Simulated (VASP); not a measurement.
# HgTe (F-43m) in VASP: a series of runs, part 2 of 2

VASP 6.6.1. The steps go on from the part before.

## 3. Single point, PBEsol

This run uses another cell than the first one, of 34.48 Å³/atom, 1.031 times its volume.

INCAR reads:

```
PREC = Accurate
ENCUT = 520
EDIFF = 1E-6
ISMEAR = 0
SIGMA = 0.1
LREAL = False
LASPH = True
NELM = 100
ALGO = Normal
ISIF = 2
LWAVE = False
LCHARG = False
GGA = PS
NBANDS = 16
```

KPOINTS reads:

```
Automatic mesh
0
Gamma
  12 12 12
```

POSCAR reads:

```
HgTe
1.0
    0.0000000000      3.2547153907      3.2547153907
    3.2547153907      0.0000000000      3.2547153907
    3.2547153907      3.2547153907      0.0000000000
Hg Te
1 1
Direct
    0.0000000000      0.0000000000      0.0000000000
    0.2500000000      0.2500000000      0.2500000000
```

Potentials or basis: VASP PAW PBE potentials, release 64 (Hg, Te).

Started as:

```
$ cat potpaw_PBE.64/Hg/POTCAR potpaw_PBE.64/Te/POTCAR > POTCAR
$ mpirun -np 1 vasp_std > vasp.out
```

OUTCAR:

```text
PREC = Accurate
   ENCUT = 520
   EDIFF = 1E-6
   ISMEAR = 0
   LREAL = False
   LASPH = True
   NELM = 100
   ISIF = 2
   GGA = PS

 ion  position               nearest neighbor table
   1  0.000  0.000  0.000-   2 2.82   2 2.82   2 2.82   2 2.82
   2  0.250  0.250  0.250-   1 2.82   1 2.82   1 2.82   1 2.82

  LATTYP: Found a face centered cubic cell.
 ALAT       =     6.5094307814

  Lattice vectors:

 A1 = (   0.0000000000,   3.2547153907,   3.2547153907)
 A2 = (   3.2547153907,   0.0000000000,   3.2547153907)
 A3 = (   3.2547153907,   3.2547153907,   0.0000000000)

Analysis of symmetry for initial positions (statically):
=====================================================================
 Subroutine PRICEL returns:
 Original cell was already a primitive cell.

 Routine SETGRP: Setting up the symmetry group for a
 face centered cubic supercell.

 Subroutine GETGRP returns: Found 24 space group operations
 (whereof 24 operations were pure point group operations)
 out of a pool of 48 trial point group operations.

The static configuration has the point symmetry T_d .

Analysis of symmetry for dynamics (positions and initial velocities):
=====================================================================
 Subroutine PRICEL returns:
 Original cell was already a primitive cell.

 Routine SETGRP: Setting up the symmetry group for a
 face centered cubic supercell.

 Subroutine GETGRP returns: Found 24 space group operations
 (whereof 24 operations were pure point group operations)
 out of a pool of 48 trial point group operations.

The dynamic configuration has the point symmetry T_d .

 Subroutine INISYM returns: Found 24 space group operations
 (whereof 24 operations are pure point group operations),
 and found     1 'primitive' translations

----------------------------------------------------------------------------------------

                                     Primitive cell

  volume of cell :      68.9555

  direct lattice vectors                    reciprocal lattice vectors
     0.000000000  3.254715391  3.254715391    -0.153623263  0.153623263  0.153623263
     3.254715391  0.000000000  3.254715391     0.153623263 -0.153623263  0.153623263
     3.254715391  3.254715391  0.000000000     0.153623263  0.153623263 -0.153623263

  length of vectors
     4.602862647  4.602862647  4.602862647     0.266083298  0.266083298  0.266083298

  position of ions in fractional coordinates (direct lattice)
     0.000000000  0.000000000  0.000000000
     0.250000000  0.250000000  0.250000000

  ion indices of the primitive-cell ions
   primitive index   ion index
                 1           1
                 2           2

----------------------------------------------------------------------------------------

 KPOINTS: Automatic mesh

Automatic generation of k-mesh.
 Grid dimensions read from file:
 generate k-points for:   12   12   12

 Generating k-lattice:

  Cartesian coordinates                     Fractional coordinates (reciprocal lattice)
    -0.012801939  0.012801939  0.012801939     0.083333333  0.000000000  0.000000000
     0.012801939 -0.012801939  0.012801939     0.000000000  0.083333333  0.000000000
     0.012801939  0.012801939 -0.012801939     0.000000000  0.000000000  0.083333333

  Length of vectors
     0.022173608  0.022173608  0.022173608

  Shift w.r.t. Gamma in fractional coordinates (k-lattice)
     0.000000000  0.000000000  0.000000000

 Subroutine IBZKPT returns following result:
 ===========================================

 Found     72 irreducible k-points:

 Following reciprocal coordinates:
            Coordinates               Weight
  0.000000  0.000000  0.000000      1.000000
  0.083333  0.000000  0.000000      8.000000
  0.166667  0.000000  0.000000      8.000000
  0.250000  0.000000  0.000000      8.000000
  0.333333  0.000000  0.000000      8.000000
  0.416667  0.000000  0.000000      8.000000
[... 16 lines left out ...]
  0.500000  0.166667  0.000000     24.000000
 -0.416667  0.166667  0.000000     24.000000
 [... further k-points ...]
   k-points           NKPTS =     72   k-points in BZ     NKDIM =     72   number of bands    NBANDS=     16
   number of dos      NEDOS =    301   number of ions     NIONS =      2
   total plane-waves  NPLWV =  46656
   dimension x,y,z NGX =    36 NGY =   36 NGZ =   36
   dimension x,y,z NGXF=    72 NGYF=   72 NGZF=   72
   ions per type =               1   1
   NGX,Y,Z   is equivalent  to a cutoff of  13.00, 13.00, 13.00 a.u.
   NGXF,Y,Z  is equivalent  to a cutoff of  26.00, 26.00, 26.00 a.u.
 SYSTEM =  unknown system
   PREC   = accura    normal or accurate (medium, high low for compatibility)
   ISTART =      0    job   : 0-new  1-cont  2-samecut
   ICHARG =      2    charge: 1-file 2-atom 10-const
   ISPIN  =      1    spin polarized calculation?
   LNONCOLLINEAR =      F non collinear calculations
   LSORBIT =      F    spin-orbit coupling
   LASPH  =      T    aspherical Exc in radial PAW
   ENCUT  =  520.0 eV  38.22 Ry    6.18 a.u.   8.56  8.56  8.56*2*pi/ulx,y,z
   NELM   =    100;   NELMIN=  2; NELMDL= -5     # of ELM steps
   EDIFF  = 0.1E-05   stopping-criterion for ELM
   LREAL  =      F    real-space projection
   EDIFFG = 0.1E-04   stopping-criterion for IOM
   NSW    =      0    number of steps for IOM
   IBRION =     -1    ionic relax: 0-MD 1-quasi-New 2-CG
   NFREE  =      0    steps in history (QN), initial steepest desc. (CG)
   ISIF   =      2    stress and relaxation
   ISYM   =      2    0-nonsym 1-usesym 2-fastsym
   POTIM  = 0.5000    time-step for ionic-motion
   TEBEG  =    0.0;   TEEND  =   0.0 temperature during run
   PSTRESS=    0.0 pullay stress
   NELECT =      18.0000    total number of electrons
   NUPDOWN=      -1.0000    fix difference up-down
   EMIN   =  10.00;   EMAX   =-10.00  energy-range for DOS
   EFERMI =   0.00;   METHOD = LEGACY
   ISMEAR =     0;   SIGMA  =   0.10  broadening in eV -4-tet -1-fermi 0-gaus
   EFERMI_NEDOS =   21; number of points for ismear=-14 and -15
   IALGO  =     38    algorithm
   IMIX   =      4    mixing-type and parameters
     AMIX     =   0.40;   BMIX     =  1.00
     AMIX_MAG =   1.60;   BMIX_MAG =  1.00
  volume/ion in A,a.u.               =      34.48       232.67
  Fermi-wavevector in a.u.,A,eV,Ry     =   1.046267  1.977158 14.893961  1.094675
  Thomas-Fermi vector in A             =   2.181098
   LORBIT       =      0    0 simple, 1 ext, 2 COOP (PROOUT), +10 PAW based schemes
   GGA     = PS    functional components
   LHFCALC =     F    Hartree Fock is set to
   AEXX    =    0.0000 exact exchange contribution
   IVDW    =     0    specifies the selected vdW correction
   LEPSILON=     F    determine dielectric tensor
   LRPA    =     F    only Hartree local field effects (RPA)
 non-spin polarized calculation
 Gauss-broadening in eV      SIGMA  =   0.10
  energy-cutoff  :      520.00
  volume of cell :       68.96
 maximum number of plane-waves:      1880
 NGX is ok and might be reduce to    36
   NGX = 17   NGY = 17   NGZ = 17

 number of electron      18.0000002 magnetization

 Free energy of the ion-electron system (eV)
  ---------------------------------------------------
  ext. energy  EPLUGINS =         0.00000000
  ---------------------------------------------------
  free energy    TOTEN  =        -4.37731950 eV

  energy without entropy =       -4.37716326  energy(sigma->0) =       -4.37724138

 E-fermi :   2.7956     XC(G=0):  -8.8418

 val. band max:        2.7317432277   @ k =   0.0000   0.0000   0.0000
 cond. band min:       3.1217506240   @ k =   0.0833   0.0000   0.0000
 fundamental gap:      0.3900073964
 Fermi energy:         2.7956300337

 k-point     1 :       0.0000    0.0000    0.0000
  band No.  band energies     occupation
      1      -9.1425      2.00000
      2      -4.4918      2.00000
      3      -4.4918      2.00000
      4      -4.4918      2.00000
      5      -3.9811      2.00000
      6      -3.9811      2.00000
[... 8 lines left out ...]
     15      12.2391      0.00000
     16      12.2391      0.00000

 k-point     2 :       0.0833    0.0000    0.0000
  band No.  band energies     occupation
      1      -9.1087      2.00000
      2      -4.4823      2.00000
      3      -4.4823      2.00000
      4      -4.4804      2.00000
      5      -3.9823      2.00000
      6      -3.9823      2.00000
[... 8 lines left out ...]
     15      11.6666      0.00000
     16      11.6666      0.00000
[... 387 lines left out ...]
      5      -3.9564      2.00000
      6      -3.7240      2.00000
[... 8 lines left out ...]
     15      12.2519      0.00000
     16      12.8296      0.00000

 k-point    24 :      -0.4167    0.1667    0.0000
  band No.  band energies     occupation
      1      -8.5350      2.00000
      2      -4.3512      2.00000
      3      -4.3285      2.00000
      4      -3.9977      2.00000
      5      -3.9707      2.00000
      6      -3.6756      2.00000
[... 8 lines left out ...]
     15      12.0034      0.00000
     16      12.1878      0.00000

 [... further k-points ...]
[... 5 lines left out ...]
  --------------------------------------------------------------------------------------
  -------------------------------------------------------------------------------------
  Total        0.0464548      0.0464548      0.0464548      0.0000000      0.0000000      0.0000000
  in kB        1.0793746      1.0793746      1.0793746      0.0000000      0.0000000      0.0000000
  external PRESSURE =       1.0793746 kB  Pullay stress =       0.0000000 kB

 VOLUME and BASIS-vectors are now :
 -----------------------------------------------------------------------------
  energy-cutoff  :      520.00
  volume of cell :       68.96
      direct lattice vectors                 reciprocal lattice vectors
     0.000000000  3.254715391  3.254715391    -0.153623263  0.153623263  0.153623263
     3.254715391  0.000000000  3.254715391     0.153623263 -0.153623263  0.153623263
     3.254715391  3.254715391  0.000000000     0.153623263  0.153623263 -0.153623263

 POSITION                                       TOTAL-FORCE (eV/Angst)
 -----------------------------------------------------------------------------------
      0.00000      0.00000      0.00000         0.000000      0.000000     -0.000000
      1.62736      1.62736      1.62736        -0.000000     -0.000000      0.000000
 -----------------------------------------------------------------------------------
    total drift:                               -0.000000     -0.000000     -0.000000

  FREE ENERGIE OF THE ION-ELECTRON SYSTEM (eV)
  ---------------------------------------------------
  free  energy   TOTEN  =        -4.3773195002 eV

  energy  without entropy=       -4.3771632612  energy(sigma->0) =       -4.37724138
```

Run time: 34 s. Hardware: 1 thread of Intel Xeon 6975P-C (Granite Rapids), shared host; peak memory 0.25 GiB.

What came out:

| Quantity | Value |
| --- | --- |
| Free energy | -4.3773 eV |
| Pressure | 0.1 GPa |
| Band gap on the k mesh | zero (filled and empty bands touch) |

Caveat: the PAW data sets were made with another functional, which shifts forces and pressure a little; spin-orbit coupling is left out, which moves the levels of the heavy elements.
